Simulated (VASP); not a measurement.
# SnTe (zincblende type) (F-43m) in VASP: further runs

SnTe (zincblende type) is run at these levels: r2SCAN; tasks: single point.

All numbers are computed with VASP 6.6.1; they aren't measurements. Logs are shortened: lines on timing, memory, paths and dates and some standing lists are left out, and cuts for length are marked.

## Step 1: The cell of the first run

The structure is cubic, space group F-43m (No. 216). Conventional cell: a = 6.647 Å, b = 6.647 Å, c = 6.647 Å, α = 90.00°, β = 90.00°, γ = 90.00°. Within 3.8 Å of Sn (site symmetry -43m) lie 4 Te at 2.88 Å. Te (site symmetry -43m) has 4 Sn at 2.88 Å within 3.8 Å.

## Step 2: Single point, r2SCAN (36.71 Å³/atom)

Input file POSCAR:

```
SnTe
1.0
    0.0000000000      3.3234875739      3.3234875739
    3.3234875739      0.0000000000      3.3234875739
    3.3234875739      3.3234875739      0.0000000000
Sn Te
1 1
Direct
    0.0000000000      0.0000000000      0.0000000000
    0.2500000000      0.2500000000      0.2500000000
```

Input file INCAR.step1:

```
PREC     = Accurate       # precision mode
ENCUT    = 520            # plane-wave cutoff, eV
ISMEAR   = -1             # smearing method
SIGMA    = 0.1            # smearing width, eV
LREAL    = F              # projectors in reciprocal space
LASPH    = T              # aspherical terms in the spheres
NELM     = 100            # most SCF steps
NBANDS   = 17             # bands
GGA      = PE             # functional
ALGO     = Normal         # electronic algorithm
EDIFF    = 1E-4           # SCF threshold, eV
LWAVE    = T              # write WAVECAR
LCHARG   = F              # write CHGCAR
```

Input file INCAR.step2:

```
PREC     = Accurate       # precision mode
ENCUT    = 520            # plane-wave cutoff, eV
EDIFF    = 1E-7           # SCF threshold, eV
ISMEAR   = -1             # smearing method
SIGMA    = 0.1            # smearing width, eV
LREAL    = F              # projectors in reciprocal space
LASPH    = T              # aspherical terms in the spheres
NELM     = 100            # most SCF steps
ALGO     = Normal         # electronic algorithm
ISIF     = 2              # what is computed and relaxed
LWAVE    = F              # write WAVECAR
LCHARG   = F              # write CHGCAR
METAGGA  = R2SCAN         # meta-GGA
LMIXTAU  = T            
NBANDS   = 17             # bands
ISTART   = 1
```

Input file KPOINTS:

```
regular mesh
0
Gamma
  12 12 12
```

Potentials or basis: VASP PAW PBE potentials, release 64 (Sn_d, Te).

Started as:

```sh
> cat potpaw_PBE.64/Sn_d/POTCAR potpaw_PBE.64/Te/POTCAR > POTCAR
> cp INCAR.step1 INCAR
> mpirun -np 1 vasp_std > vasp.out
> cp INCAR.step2 INCAR
> mpirun -np 1 vasp_std > vasp.out
```

OUTCAR:

```text
PREC = Accurate
   ENCUT = 520
   EDIFF = 1E-7
   ISMEAR = -1
   LREAL = F
   LASPH = T
   NELM = 100
   ISIF = 2
   METAGGA = R2SCAN
   ISTART = 1

 ion  position               nearest neighbor table
   1  0.000  0.000  0.000-   2 2.88   2 2.88   2 2.88   2 2.88
   2  0.250  0.250  0.250-   1 2.88   1 2.88   1 2.88   1 2.88

  LATTYP: Found a face centered cubic cell.
 ALAT       =     6.6469751478

  Lattice vectors:

 A1 = (   0.0000000000,   3.3234875739,   3.3234875739)
 A2 = (   3.3234875739,   0.0000000000,   3.3234875739)
 A3 = (   3.3234875739,   3.3234875739,   0.0000000000)

Analysis of symmetry for initial positions (statically):
=====================================================================
 Subroutine PRICEL returns:
 Original cell was already a primitive cell.

 Routine SETGRP: Setting up the symmetry group for a
 face centered cubic supercell.

 Subroutine GETGRP returns: Found 24 space group operations
 (whereof 24 operations were pure point group operations)
 out of a pool of 48 trial point group operations.

The static configuration has the point symmetry T_d .

Analysis of symmetry for dynamics (positions and initial velocities):
=====================================================================
 Subroutine PRICEL returns:
 Original cell was already a primitive cell.

 Routine SETGRP: Setting up the symmetry group for a
 face centered cubic supercell.

 Subroutine GETGRP returns: Found 24 space group operations
 (whereof 24 operations were pure point group operations)
 out of a pool of 48 trial point group operations.

The dynamic configuration has the point symmetry T_d .

 Subroutine INISYM returns: Found 24 space group operations
 (whereof 24 operations are pure point group operations),
 and found     1 'primitive' translations

----------------------------------------------------------------------------------------

                                     Primitive cell

  volume of cell :      73.4196

  direct lattice vectors                    reciprocal lattice vectors
     0.000000000  3.323487574  3.323487574    -0.150444372  0.150444372  0.150444372
     3.323487574  0.000000000  3.323487574     0.150444372 -0.150444372  0.150444372
     3.323487574  3.323487574  0.000000000     0.150444372  0.150444372 -0.150444372

  length of vectors
     4.700121201  4.700121201  4.700121201     0.260577296  0.260577296  0.260577296

  position of ions in fractional coordinates (direct lattice)
     0.000000000  0.000000000  0.000000000
     0.250000000  0.250000000  0.250000000

  ion indices of the primitive-cell ions
   primitive index   ion index
                 1           1
                 2           2

----------------------------------------------------------------------------------------

 KPOINTS: regular mesh

Automatic generation of k-mesh.
 Grid dimensions read from file:
 generate k-points for:   12   12   12

 Generating k-lattice:

  Cartesian coordinates                     Fractional coordinates (reciprocal lattice)
    -0.012537031  0.012537031  0.012537031     0.083333333  0.000000000  0.000000000
     0.012537031 -0.012537031  0.012537031     0.000000000  0.083333333  0.000000000
     0.012537031  0.012537031 -0.012537031     0.000000000  0.000000000  0.083333333

  Length of vectors
     0.021714775  0.021714775  0.021714775

  Shift w.r.t. Gamma in fractional coordinates (k-lattice)
     0.000000000  0.000000000  0.000000000

 Subroutine IBZKPT returns following result:
 ===========================================

 Found     72 irreducible k-points:

 Following reciprocal coordinates:
            Coordinates               Weight
  0.000000  0.000000  0.000000      1.000000
  0.083333  0.000000  0.000000      8.000000
  0.166667  0.000000  0.000000      8.000000
  0.250000  0.000000  0.000000      8.000000
  0.333333  0.000000  0.000000      8.000000
  0.416667  0.000000  0.000000      8.000000
[... 16 lines left out ...]
  0.500000  0.166667  0.000000     24.000000
 -0.416667  0.166667  0.000000     24.000000
 [... further k-points ...]
   k-points           NKPTS =     72   k-points in BZ     NKDIM =     72   number of bands    NBANDS=     17
   number of dos      NEDOS =    301   number of ions     NIONS =      2
   total plane-waves  NPLWV =  46656
   dimension x,y,z NGX =    36 NGY =   36 NGZ =   36
   dimension x,y,z NGXF=    72 NGYF=   72 NGZF=   72
   ions per type =               1   1
   NGX,Y,Z   is equivalent  to a cutoff of  12.73, 12.73, 12.73 a.u.
   NGXF,Y,Z  is equivalent  to a cutoff of  25.47, 25.47, 25.47 a.u.
 SYSTEM =  unknown system
   PREC   = accura    normal or accurate (medium, high low for compatibility)
   ISTART =      1    job   : 0-new  1-cont  2-samecut
   ICHARG =      0    charge: 1-file 2-atom 10-const
   ISPIN  =      1    spin polarized calculation?
   LNONCOLLINEAR =      F non collinear calculations
   LSORBIT =      F    spin-orbit coupling
[... 47 lines left out ...]

  energy without entropy =      -49.62261621  energy(sigma->0) =      -49.63557171

 E-fermi :   5.5616     XC(G=0):  -9.0677

 val. band max:        5.5563149252   @ k =   0.5000   0.4167   0.0833
 cond. band min:       5.5989304257   @ k =   0.2500   0.2500   0.0000
 fundamental gap:      0.0426155004
 Fermi energy:         5.5615874373

 k-point     1 :       0.0000    0.0000    0.0000
  band No.  band energies     occupation
      1     -17.1692      2.00000
      2     -17.1692      2.00000
      3     -17.1692      2.00000
      4     -17.1293      2.00000
      5     -17.1293      2.00000
      6      -8.1515      2.00000
[... 9 lines left out ...]
     16      12.2674      0.00000
     17      13.4609      0.00000

 k-point     2 :       0.0833    0.0000    0.0000
  band No.  band energies     occupation
      1     -17.1697      2.00000
      2     -17.1688      2.00000
      3     -17.1688      2.00000
      4     -17.1293      2.00000
      5     -17.1293      2.00000
      6      -8.1022      2.00000
[... 9 lines left out ...]
     16      11.9353      0.00000
     17      13.1940      0.00000

 k-point     3 :       0.1667    0.0000    0.0000
  band No.  band energies     occupation
      1     -17.1709      2.00000
      2     -17.1678      2.00000
      3     -17.1678      2.00000
      4     -17.1292      2.00000
      5     -17.1292      2.00000
      6      -7.9596      2.00000
[... 9 lines left out ...]
     16      11.5614      0.00000
     17      12.8636      0.00000

 k-point     4 :       0.2500    0.0000    0.0000
  band No.  band energies     occupation
      1     -17.1725      2.00000
      2     -17.1665      2.00000
      3     -17.1664      2.00000
      4     -17.1292      2.00000
      5     -17.1292      2.00000
      6      -7.7423      2.00000
[... 9 lines left out ...]
     16      11.4955      0.00000
     17      13.1985      0.00000

 k-point     5 :       0.3333    0.0000    0.0000
  band No.  band energies     occupation
      1     -17.1742      2.00000
      2     -17.1652      2.00000
      3     -17.1652      2.00000
      4     -17.1291      2.00000
      5     -17.1291      2.00000
      6      -7.4894      2.00000
[... 9 lines left out ...]
     16      11.8284      0.00000
     17      13.9414      0.00000

 k-point     6 :       0.4167    0.0000    0.0000
  band No.  band energies     occupation
      1     -17.1754      2.00000
      2     -17.1642      2.00000
      3     -17.1642      2.00000
      4     -17.1289      2.00000
      5     -17.1289      2.00000
      6      -7.2715      2.00000
[... 9 lines left out ...]
     16      12.5094      0.00000
     17      13.5434      0.00000
[... 281 lines left out ...]
 k-point    21 :       0.3333    0.1667    0.0000
  band No.  band energies     occupation
      1     -17.1762      2.00000
      2     -17.1642      2.00000
      3     -17.1637      2.00000
      4     -17.1304      2.00000
      5     -17.1281      2.00000
      6      -7.5033      2.00000
[... 9 lines left out ...]
     16      12.7493      0.00000
     17      14.1298      0.00000

 k-point    22 :       0.4167    0.1667    0.0000
  band No.  band energies     occupation
      1     -17.1771      2.00000
      2     -17.1634      2.00000
      3     -17.1628      2.00000
      4     -17.1303      2.00000
      5     -17.1281      2.00000
      6      -7.2656      2.00000
[... 9 lines left out ...]
     16      13.2027      0.00000
     17      13.9104      0.00000

 k-point    23 :       0.5000    0.1667    0.0000
  band No.  band energies     occupation
      1     -17.1775      2.00000
      2     -17.1629      2.00000
      3     -17.1624      2.00000
      4     -17.1299      2.00000
      5     -17.1284      2.00000
      6      -7.0932      2.00000
[... 9 lines left out ...]
     16      13.1747      0.00000
     17      13.4063      0.00000

 k-point    24 :      -0.4167    0.1667    0.0000
  band No.  band energies     occupation
      1     -17.1772      2.00000
      2     -17.1629      2.00000
      3     -17.1627      2.00000
      4     -17.1295      2.00000
      5     -17.1288      2.00000
      6      -7.0682      2.00000
[... 9 lines left out ...]
     16      12.7374      0.00000
     17      14.0864      0.00000

 [... further k-points ...]
[... 5 lines left out ...]
  --------------------------------------------------------------------------------------
  -------------------------------------------------------------------------------------
  Total        3.9560742      3.9560742      3.9560742     -0.0000000     -0.0000000      0.0000000
  in kB       86.3302179     86.3302179     86.3302179     -0.0000000     -0.0000000      0.0000000
  external PRESSURE =      86.3302179 kB  Pullay stress =       0.0000000 kB

 VOLUME and BASIS-vectors are now :
 -----------------------------------------------------------------------------
  energy-cutoff  :      520.00
  volume of cell :       73.42
      direct lattice vectors                 reciprocal lattice vectors
     0.000000000  3.323487574  3.323487574    -0.150444372  0.150444372  0.150444372
     3.323487574  0.000000000  3.323487574     0.150444372 -0.150444372  0.150444372
     3.323487574  3.323487574  0.000000000     0.150444372  0.150444372 -0.150444372

 POSITION                                       TOTAL-FORCE (eV/Angst)
 -----------------------------------------------------------------------------------
      0.00000      0.00000      0.00000         0.000000     -0.000000     -0.000000
      1.66174      1.66174      1.66174        -0.000000      0.000000      0.000000
 -----------------------------------------------------------------------------------
    total drift:                                0.000003      0.000003      0.000003

  FREE ENERGIE OF THE ION-ELECTRON SYSTEM (eV)
  ---------------------------------------------------
  free  energy   TOTEN  =       -49.6485272055 eV

  energy  without entropy=      -49.6226162095  energy(sigma->0) =      -49.63557171
```

It took 3.5 min on 1 thread of Intel Xeon Platinum 8488C (Sapphire Rapids), shared host; peak memory 0.28 GiB.

What came out:

```
Free energy            : -49.6485 eV
Pressure               : 8.6 GPa
Band gap on the k mesh : zero (bands 10 and 11 overlap by 0.81 eV)
```

Levels at points of the mesh, in eV from the Fermi level:
| k point | band 7 | band 8 | band 9 | band 10 | band 11 | band 12 | band 13 | band 14 |
| --- | --- | --- | --- | --- | --- | --- | --- | --- |
| (0.00, 0.00, 0.00) | -4.38 | -2.84 | -2.84 | -2.84 | 0.76 | 0.76 | 0.76 | 4.29 |
| (0.50, 0.00, 0.00) | -8.27 | -3.61 | -3.61 | -2.32 | 1.75 | 1.75 | 4.43 | 6.03 |
| (0.50, 0.50, 0.00) | -8.74 | -4.56 | -4.56 | -0.94 | -0.40 | 5.12 | 5.12 | 6.28 |

Caveat: the cell stands under pressure; the PAW data sets were made with another functional, which shifts forces and pressure a little; spin-orbit coupling is left out, which moves the levels of the heavy elements.

## Step 3: Single point, r2SCAN (40.38 Å³/atom)

This run uses another cell than the first one, of 40.38 Å³/atom.

Input file POSCAR:

```
SnTe
1.0
    0.0000000000      3.4307701365      3.4307701365
    3.4307701365      0.0000000000      3.4307701365
    3.4307701365      3.4307701365      0.0000000000
Sn Te
1 1
Direct
    0.0000000000      0.0000000000      0.0000000000
    0.2500000000      0.2500000000      0.2500000000
```

Input file INCAR.step1:

```
SYSTEM = SnTe
ALGO = Normal
EDIFF = 1E-4
ENCUT = 520
GGA = PE
ISMEAR = -1
LASPH = .TRUE.
LCHARG = .FALSE.
LREAL = .FALSE.
LWAVE = .TRUE.
NBANDS = 17
NELM = 60
PREC = Accurate
SIGMA = 0.1
```

Input file INCAR.step2:

```
SYSTEM = SnTe
ALGO = Normal
EDIFF = 1E-6
ENCUT = 520
ISIF = 2
ISMEAR = -1
ISTART = 1
LASPH = .TRUE.
LCHARG = .TRUE.
LELF = .TRUE.
LMIXTAU = .TRUE.
LREAL = .FALSE.
LVHAR = .TRUE.
LWAVE = .FALSE.
METAGGA = R2SCAN
NBANDS = 17
NELM = 60
PREC = Accurate
SIGMA = 0.1
```

Input file KPOINTS:

```
k-points
0
G
  12 12 12
  0 0 0
```

Potentials or basis: VASP PAW PBE potentials, release 64 (Sn_d, Te).

Started as:

```sh
> cat potpaw_PBE.64/Sn_d/POTCAR potpaw_PBE.64/Te/POTCAR > POTCAR
> cp INCAR.step1 INCAR
> mpirun -np 1 vasp_std > vasp.out
> cp INCAR.step2 INCAR
> mpirun -np 1 vasp_std > vasp.out
```

Wall time 2.9 min (1 thread of Intel Xeon Platinum 8488C (Sapphire Rapids), shared host); peak memory 0.28 GiB.

Results (log left out):

```yaml
Free_energy: -49.9373 eV
Pressure: 4.2 GPa
Band_gap_on_the_k_mesh: zero (bands 10 and 11 overlap by 0.39 eV)
```

Levels at points of the mesh, in eV from the Fermi level:
```tsv
k point	band 6	band 7	band 8	band 9	band 10	band 11	band 12	band 13	band 14	band 15
(0.00, 0.00, 0.00)	-13.06	-4.77	-2.60	-2.60	-2.60	0.87	0.87	0.87	4.24	6.70
(0.50, 0.00, 0.00)	-12.25	-7.86	-3.28	-3.28	-2.30	1.80	1.80	4.14	5.87	6.88
(0.50, 0.50, 0.00)	-11.91	-8.32	-4.11	-4.11	-0.88	-0.19	4.68	4.68	5.96	7.24
```

Caveat: the cell stands under pressure; semilocal functionals underestimate gaps, and a narrow one can read as zero; the PAW data sets were made with another functional, which shifts forces and pressure a little; spin-orbit coupling is left out, which moves the levels of the heavy elements.

## Step 4: Single point, r2SCAN (43.13 Å³/atom)

This run uses another cell than the first one, of 43.13 Å³/atom.

Input file POSCAR:

```
SnTe
1.0
    0.0000000000      3.5070343115      3.5070343115
    3.5070343115      0.0000000000      3.5070343115
    3.5070343115      3.5070343115      0.0000000000
Sn Te
1 1
Direct
    0.0000000000      0.0000000000      0.0000000000
    0.2500000000      0.2500000000      0.2500000000
```

Input file INCAR.step1:

```
SYSTEM = SnTe
PREC = Accurate
ENCUT = 520
ISMEAR = -1
SIGMA = 0.1
LREAL = .False.
LASPH = .True.
NELM = 60
NBANDS = 17
GGA = PE
ALGO = Normal
EDIFF = 1E-4
LWAVE = .True.
LCHARG = .False.
```

Input file INCAR.step2:

```
SYSTEM = SnTe
PREC = Accurate
ENCUT = 520
EDIFF = 1E-6
ISMEAR = -1
SIGMA = 0.1
LREAL = .False.
LASPH = .True.
NELM = 60
ALGO = Normal
ISIF = 2
LWAVE = .False.
LCHARG = .False.
METAGGA = R2SCAN
LMIXTAU = .True.
NBANDS = 17
ISTART = 1
```

Input file KPOINTS:

```
regular mesh
0
Gamma
  12 12 12
  0 0 0
```

Started as:

```sh
> cat potpaw_PBE.64/Sn_d/POTCAR potpaw_PBE.64/Te/POTCAR > POTCAR
> cp INCAR.step1 INCAR
> mpirun -np 1 vasp_std > vasp.out
> cp INCAR.step2 INCAR
> mpirun -np 1 vasp_std > vasp.out
```

Wall time 3.9 min (1 thread of Intel Xeon Platinum 8488C (Sapphire Rapids), shared host); peak memory 0.33 GiB.

It converged, with:

| Property | Result |
| --- | --- |
| Free energy | -50.0401 eV |
| Pressure | 1.8 GPa |
| Band gap on the k mesh | zero (bands 10 and 11 overlap by 0.14 eV) |

Levels at points of the mesh, in eV from the Fermi level:
```csv
k point,band 8,band 9,band 10,band 11,band 12,band 13
"(0.00, 0.00, 0.00)",-2.44,-2.44,-2.44,0.92,0.92,0.92
"(0.50, 0.00, 0.00)",-3.06,-3.06,-2.27,1.82,1.82,3.88
"(0.50, 0.50, 0.00)",-3.82,-3.82,-0.84,-0.06,4.39,4.39
```

Caveat: semilocal functionals underestimate gaps, and a narrow one can read as zero; the PAW data sets were made with another functional, which shifts forces and pressure a little; spin-orbit coupling is left out, which moves the levels of the heavy elements.

## Step 5: Single point, r2SCAN

This run uses another cell than the first one, of 45.89 Å³/atom.

Input file POSCAR:

```
SnTe
1.0
    0.0000000000      3.5801184605      3.5801184605
    3.5801184605      0.0000000000      3.5801184605
    3.5801184605      3.5801184605      0.0000000000
Sn Te
1 1
Direct
    0.0000000000      0.0000000000      0.0000000000
    0.2500000000      0.2500000000      0.2500000000
```

Input file INCAR.step1:

```
PREC = Accurate
ENCUT = 520
ISMEAR = -1
SIGMA = 0.1
LREAL = False
LASPH = True
NELM = 80
NBANDS = 17
GGA = PE
ALGO = Normal
EDIFF = 1E-4
LWAVE = True
LCHARG = False
```

Input file INCAR.step2:

```
PREC = Accurate
ENCUT = 520
EDIFF = 1E-7
ISMEAR = -1
SIGMA = 0.1
LREAL = False
LASPH = True
NELM = 80
ALGO = Normal
ISIF = 2
LWAVE = False
LCHARG = True
METAGGA = R2SCAN
LMIXTAU = True
LELF = True
LVHAR = True
NBANDS = 17
ISTART = 1
```

Input file KPOINTS:

```
Automatic mesh
0
Gamma
  12 12 12
```

Started as:

```sh
> cat potpaw_PBE.64/Sn_d/POTCAR potpaw_PBE.64/Te/POTCAR > POTCAR
> cp INCAR.step1 INCAR
> mpirun -np 1 vasp_std > vasp.out
> cp INCAR.step2 INCAR
> mpirun -np 1 vasp_std > vasp.out
```

Wall time 5.1 min (1 thread of Intel Xeon Platinum 8488C (Sapphire Rapids), shared host); peak memory 0.33 GiB.

The run converged. Its results:

```
Free energy            : -50.0713 eV
Pressure               : 0.0 GPa
Band gap on the k mesh : 0.08 eV (least direct gap 0.86 eV)
```

Levels at points of the mesh, in eV from the valence-band top:
| k point | band 6 | band 7 | band 8 | band 9 | band 10 | band 11 | band 12 | band 13 | band 14 | band 15 |
| --- | --- | --- | --- | --- | --- | --- | --- | --- | --- | --- |
| (0.00, 0.00, 0.00) | -12.27 | -5.20 | -2.26 | -2.26 | -2.26 | 1.00 | 1.00 | 1.00 | 4.22 | 6.73 |
| (0.50, 0.00, 0.00) | -11.65 | -7.41 | -2.83 | -2.83 | -2.19 | 1.86 | 1.86 | 3.66 | 5.82 | 6.55 |
| (0.50, 0.50, 0.00) | -11.39 | -7.82 | -3.53 | -3.53 | -0.79 | 0.08 | 4.16 | 4.16 | 5.68 | 6.68 |

Caveat: semilocal functionals underestimate gaps, and a narrow one can read as zero; the PAW data sets were made with another functional, which shifts forces and pressure a little; spin-orbit coupling is left out, which moves the levels of the heavy elements.

## Step 6: The runs side by side

| cell | gap on the mesh (eV) | pressure (GPa) |
| --- | --- | --- |
| a = 4.700 Å, angles 60.0°, 2 atoms | none | 8.6 |
| a = 4.852 Å, angles 60.0°, 2 atoms | none | 4.2 |
| a = 4.960 Å, angles 60.0°, 2 atoms | none | 1.8 |
| a = 5.063 Å, angles 60.0°, 2 atoms | 0.08 | 0.0 |

Alike in all rows: task single point; level r2SCAN; potentials or basis VASP PAW PBE potentials, release 64 (Sn_d, Te); no spin polarisation; k mesh 12 × 12 × 12; cutoff (eV) 520; smearing fermi-dirac 0.1 eV.

Caveats: the PAW data sets were made with another functional, which shifts forces and pressure a little; spin-orbit coupling is left out, which moves the levels of the heavy elements; semilocal functionals underestimate gaps, and a narrow one can read as zero (at least some runs); the cell stands under pressure (at least some runs).

Total energies depend on the potentials used, so only differences within one code and one set of settings carry meaning.

The gap in the log of VASP goes by the Fermi energy; the results here count the filled bands.